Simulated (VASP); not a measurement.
Write the native input for VASP 6.6.1 that does the following.

| Property | Result |
| --- | --- |
| Task | single point |
| Functional | PBE |
| Potentials or basis | VASP PAW PBE potentials, release 64 (Sn_d, Se, S) |
| Cutoff | 520 eV |
| k mesh | 6 × 6 × 2 |
| Occupations | gaussian, width 0.1 eV |
| Spin | no spin polarisation |
| Dipole correction | no |
| Further INCAR settings | ALGO = Normal; EDIFF = 1e-07; NBANDS = 39 |

The structure of Sn3Se2S lies in POSCAR:

```
Sn3Se2S
1.0
    4.2354696502      0.0000000000      0.0000000000
   -2.1177348251      3.6680243140      0.0000000000
    0.0000000000      0.0000000000     10.3415594659
Sn Se S
3 2 1
Direct
    0.6666666667      0.3333333333      0.8421226337
    0.0000000000      0.0000000000      0.5000000000
    0.3333333333      0.6666666667      0.1578773663
    0.3333333333      0.6666666667      0.6713075203
    0.6666666667      0.3333333333      0.3286924797
    0.0000000000      0.0000000000      0.0000000000
```

The input as run:

INCAR

```
PREC = Accurate
ENCUT = 520
EDIFF = 1E-7
ISMEAR = 0
SIGMA = 0.1
LREAL = F
LASPH = T
NELM = 100
ALGO = Normal
ISIF = 2
LWAVE = F
LCHARG = F
GGA = PE
NBANDS = 39
```

KPOINTS

```
Automatic mesh
0
Gamma
  6 6 2
```

Potentials or basis: VASP PAW PBE potentials, release 64 (Sn_d, Se, S).

The run is started by

```console
$ cat potpaw_PBE.64/Sn_d/POTCAR potpaw_PBE.64/Se/POTCAR potpaw_PBE.64/S/POTCAR > POTCAR
$ mpirun -np 1 vasp_std > vasp.out
```

Results of the run:

```yaml
Pressure: -0.2 GPa
Largest_force: 0.014 eV/Å
Band_gap_on_the_k_mesh: 0.50 eV, indirect (the least direct gap lies 4.2 meV higher)
```

Caveat: spin-orbit coupling is left out, which moves the levels of the heavy elements.

Run time: 43 s on 1 thread of Intel(R) Xeon(R) 6975P-C (Granite Rapids), with other jobs on the host, peak memory 0.3 GiB.
